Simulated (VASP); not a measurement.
Input of a VASP 6.6.1 run:

File INCAR:

```
SYSTEM = SiO2
  PREC = Accurate
  ENCUT = 520
  EDIFF = 1E-6
  ISMEAR = 0
  SIGMA = 0.05
  LREAL = .False.
  LASPH = .True.
  NELM = 80
  ALGO = Normal
  ISIF = 2
  LWAVE = .False.
  LCHARG = .True.
  GGA = CA
  LELF = .True.
  LVHAR = .True.
  NBANDS = 25
```

KPOINTS

```
regular mesh
0
Gamma
  6 6 8
  0 0 0
```

The input POSCAR:

```
SiO2
1.0
    4.2798000000      0.0000000000      0.0000000000
    0.0000000000      4.2798000000      0.0000000000
    0.0000000000      0.0000000000      2.9168000000
Si O
2 4
Direct
    0.5000000000      0.5000000000      0.5000000000
    0.0000000000      0.0000000000      0.0000000000
    0.6944252994      0.6944252994      0.0000000000
    0.1944252994      0.8055747006      0.5000000000
    0.3055747006      0.3055747006      0.0000000000
    0.8055747006      0.1944252994      0.5000000000
```

Potentials or basis: VASP PAW LDA potentials, release 64 (Si, O).

Command:

```console
$ cat potpaw_LDA.64/Si/POTCAR potpaw_LDA.64/O/POTCAR > POTCAR
$ mpirun -np 1 vasp_std > vasp.out
```

Estimate the band gap on the k mesh.

3.06 eV, direct.

Predict the largest force.

0.173 eV/Å.

Stress tensor (GPa, compression positive):
```
-28.91   0.00   0.00
  0.00 -28.91   0.00
  0.00   0.00 -54.99
```
